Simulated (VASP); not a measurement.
# PbS in VASP: notebook, part 2 of 2

VASP 6.6.1. Earlier steps stand in the parts before.

### Step 3. Single point, PBE (strain along [111] +2.5%)

Input file INCAR:

```
SYSTEM = PbS
  ALGO = Normal
  EDIFF = 1E-6
  ENCUT = 520
  GGA = PE
  ISIF = 2
  ISMEAR = -1
  LASPH = .TRUE.
  LCHARG = .FALSE.
  LREAL = .FALSE.
  LWAVE = .FALSE.
  NBANDS = 17
  NELM = 60
  PREC = Accurate
  SIGMA = 0.02
```

Input file KPOINTS:

```
k-points
0
G
  8 8 8
  0 0 0
```

Input file POSCAR:

```
PbS
1.0
    0.0497872110      3.0370198740      3.0370198740
    3.0370198740      0.0497872110      3.0370198740
    3.0370198740      3.0370198740      0.0497872110
Pb S
1 1
Direct
    0.0000000000      0.0000000000      0.0000000000
    0.5000000000      0.5000000000      0.5000000000
```

Potentials or basis: VASP PAW PBE potentials, release 64 (Pb_d, S).

Launch:

```sh
> cat potpaw_PBE.64/Pb_d/POTCAR potpaw_PBE.64/S/POTCAR > POTCAR
> mpirun -np 1 vasp_std > vasp.out
```

OUTCAR:

```text
SYSTEM = PbS
   EDIFF = 1E-6
   ENCUT = 520
   GGA = PE
   ISIF = 2
   ISMEAR = -1
   LASPH = .TRUE.
   LREAL = .FALSE.
   NELM = 60
   PREC = Accurate

 ion  position               nearest neighbor table
   1  0.000  0.000  0.000-   2 3.01   2 3.01   2 3.01   2 3.01   2 3.01   2 3.01
   2  0.500  0.500  0.500-   1 3.01   1 3.01   1 3.01   1 3.01   1 3.01   1 3.01

  LATTYP: Found a trigonal (rhomboedric) cell.
 ALAT       =     4.2952832499
 COS(alpha) =     0.5163240629

  Lattice vectors:

 A1 = (   0.0497872110,   3.0370198740,   3.0370198740)
 A2 = (   3.0370198740,   0.0497872110,   3.0370198740)
 A3 = (   3.0370198740,   3.0370198740,   0.0497872110)

Analysis of symmetry for initial positions (statically):
=====================================================================
 Subroutine PRICEL returns:
 Original cell was already a primitive cell.

 Routine SETGRP: Setting up the symmetry group for a
 trigonal (rhombohedral) supercell.

 Subroutine GETGRP returns: Found 12 space group operations
 (whereof 12 operations were pure point group operations)
[... 157 lines left out ...]
  ext. energy  EPLUGINS =         0.00000000
  ---------------------------------------------------
  free energy    TOTEN  =        -8.76654693 eV

  energy without entropy =       -8.76654674  energy(sigma->0) =       -8.76654684

 E-fermi :   5.4497     XC(G=0):  -9.4666

 val. band max:        5.2678302651   @ k =   0.5000   0.5000   0.5000
 cond. band min:       5.6534171945   @ k =   0.5000   0.0000   0.0000
 fundamental gap:      0.3855869294
 Fermi energy:         5.4497137234

 k-point     1 :       0.0000    0.0000    0.0000
  band No.  band energies     occupation
      1     -11.5349      2.00000
      2     -11.5349      2.00000
      3     -11.5299      2.00000
      4     -11.5129      2.00000
      5     -11.5129      2.00000
      6      -7.9628      2.00000
[... 457 lines left out ...]
      4     -11.5139      2.00000
      5     -11.4987      2.00000
      6      -7.2609      2.00000
[... 9 lines left out ...]
     16      14.6616      0.00000
     17      16.0693      0.00000

 [... further k-points ...]
[... 5 lines left out ...]
  --------------------------------------------------------------------------------------
  -------------------------------------------------------------------------------------
  Total       -0.1614731     -0.1614731     -0.1614731     -0.1175631     -0.1175631     -0.1175631
  in kB       -4.7342352     -4.7342352     -4.7342352     -3.4468349     -3.4468349     -3.4468349
  external PRESSURE =      -4.7342352 kB  Pullay stress =       0.0000000 kB

 VOLUME and BASIS-vectors are now :
 -----------------------------------------------------------------------------
  energy-cutoff  :      520.00
  volume of cell :       54.65
      direct lattice vectors                 reciprocal lattice vectors
     0.049787211  3.037019874  3.037019874    -0.168739800  0.166018190  0.166018190
     3.037019874  0.049787211  3.037019874     0.166018190 -0.168739800  0.166018190
     3.037019874  3.037019874  0.049787211     0.166018190  0.166018190 -0.168739800

 POSITION                                       TOTAL-FORCE (eV/Angst)
 -----------------------------------------------------------------------------------
      0.00000      0.00000      0.00000        -0.000000      0.000000     -0.000000
      3.06191      3.06191      3.06191         0.000000     -0.000000      0.000000
 -----------------------------------------------------------------------------------
    total drift:                                0.000000     -0.000000     -0.000000

  FREE ENERGIE OF THE ION-ELECTRON SYSTEM (eV)
  ---------------------------------------------------
  free  energy   TOTEN  =        -8.7665469317 eV

  energy  without entropy=       -8.7665467431  energy(sigma->0) =       -8.76654684
```

stdout:

```text
POSCAR found type information on POSCAR PbS
 POSCAR found :  2 types and       2 ions
 scaLAPACK will be used
 LDA part: xc-table for (Slater+PW92), standard interpolation
 POSCAR, INCAR and KPOINTS ok, starting setup
 FFT: planning ... GRIDC
 FFT: planning ... GRID_SOFT
 FFT: planning ... GRID
 WAVECAR not read
 entering main loop
```

Run time: 67 s. Hardware: 1 thread of Intel Xeon 8259CL, shared host; peak memory 0.21 GiB.

Results:

* Free energy: -8.7665 eV
* Pressure: -0.5 GPa
* Band gap on the k mesh: 0.39 eV, indirect (least direct gap 0.50 eV)

Stress tensor (GPa, compression positive):
```
-0.47 -0.34 -0.34
-0.34 -0.47 -0.34
-0.34 -0.34 -0.47
```

Levels at points of the mesh, in eV from the valence-band top:
| k point | band 8 | band 9 | band 10 | band 11 | band 12 | band 13 |
| --- | --- | --- | --- | --- | --- | --- |
| (0.00, 0.00, 0.00) | -2.11 | -1.93 | -1.93 | 5.03 | 5.03 | 5.05 |
| (0.50, 0.00, 0.00) | -1.68 | -1.62 | -0.12 | 0.39 | 1.93 | 2.02 |
| (0.50, 0.50, 0.00) | -4.85 | -3.26 | -3.11 | 4.02 | 5.28 | 5.45 |
| (0.50, 0.50, 0.50) | -1.57 | -1.57 | 0.00 | 0.56 | 2.15 | 2.15 |

Caveat: the cell differs from its parent crystal (strain along [111] +2.5%); spin-orbit coupling is left out, which moves the levels of the heavy elements. A k mesh can miss the band edges.

### Step 4. Single point, r2SCAN (uniaxial x strain -0.5%)

Input file POSCAR:

```
PbS
1.0
    0.0000000000      2.9872326629      2.9872326629
    2.9722964996      0.0000000000      2.9872326629
    2.9722964996      2.9872326629      0.0000000000
Pb S
1 1
Direct
    0.0000000000      0.0000000000      0.0000000000
    0.5000000000      0.5000000000      0.5000000000
```

Input file INCAR.step1:

```
ALGO = Normal
EDIFF = 1E-4
ENCUT = 520
GGA = PE
ISMEAR = 0
LASPH = T
LCHARG = F
LREAL = F
LWAVE = T
NBANDS = 17
NELM = 100
PREC = Accurate
SIGMA = 0.01
```

Input file INCAR.step2:

```
ALGO = Normal
EDIFF = 1E-6
ENCUT = 520
ISIF = 2
ISMEAR = 0
ISTART = 1
LASPH = T
LCHARG = T
LELF = T
LMIXTAU = T
LREAL = F
LVHAR = T
LWAVE = F
METAGGA = R2SCAN
NBANDS = 17
NELM = 100
PREC = Accurate
SIGMA = 0.01
```

Input file KPOINTS:

```
k-points
0
Gamma
  8 8 8
```

Launch:

```sh
> cat potpaw_PBE.64/Pb_d/POTCAR potpaw_PBE.64/S/POTCAR > POTCAR
> cp INCAR.step1 INCAR
> mpirun -np 1 vasp_std > vasp.out
> cp INCAR.step2 INCAR
> mpirun -np 1 vasp_std > vasp.out
```

Run time: 2.9 min. Hardware: 1 thread of Intel Xeon 8259CL, shared host; peak memory 0.22 GiB.

Results (log left out):

```yaml
Free_energy: -65.6115 eV
Pressure: 0.3 GPa
Band_gap_on_the_k_mesh: 0.68 eV, direct
```

Stress tensor (GPa, compression positive):
```
0.69 0.00 0.00
0.00 0.06 0.00
0.00 0.00 0.06
```

Levels at points of the mesh, in eV from the valence-band top:
```
           k point  band 6  band 7  band 8  band 9  band 10  band 11  band 12  band 13  band 14  band 15
(0.00, 0.00, 0.00)  -14.05   -6.12   -2.26   -2.22    -2.22     5.48     5.48     5.60     7.18     7.18
(0.50, 0.00, 0.00)  -12.84   -9.00   -1.85   -1.84     0.00     0.68     2.22     2.25     9.16    10.65
(0.50, 0.50, 0.00)  -12.41   -7.32   -5.22   -3.51    -3.46     4.24     5.94     5.99     6.11    11.70
(0.00, 0.50, 0.50)  -12.38   -7.34   -5.23   -3.49    -3.49     4.22     6.00     6.02     6.02    11.70
```

Caveat: the cell differs from its parent crystal (uniaxial x strain -0.5%); the PAW data sets were made with another functional, which shifts forces and pressure a little; spin-orbit coupling is left out, which moves the levels of the heavy elements. A k mesh can miss the band edges.

### Step 5. The runs side by side

| level | cell | smearing | gap on the mesh (eV) | pressure (GPa) |
| --- | --- | --- | --- | --- |
| PBE | a = 4.209 Å, angles 60.9°, 2 atoms | fermi-dirac 0.02 eV | 0.35 | 0.3 |
| PBE | a = 4.295 Å, angles 58.9°, 2 atoms | fermi-dirac 0.02 eV | 0.39 | -0.5 |
| r2SCAN | a = 4.225, b = 4.214, c = 4.214 Å, angles 60.2, 59.9, 59.9°, 2 atoms | gaussian 0.01 eV | 0.68 | 0.3 |

Alike in all rows: task single point; potentials or basis VASP PAW PBE potentials, release 64 (Pb_d, S); no spin polarisation; k mesh 8 × 8 × 8; cutoff (eV) 520.

Caveats: spin-orbit coupling is left out, which moves the levels of the heavy elements; the PAW data sets were made with another functional, which shifts forces and pressure a little (some runs).

Absolute energies hang on the potentials; compare differences alone.
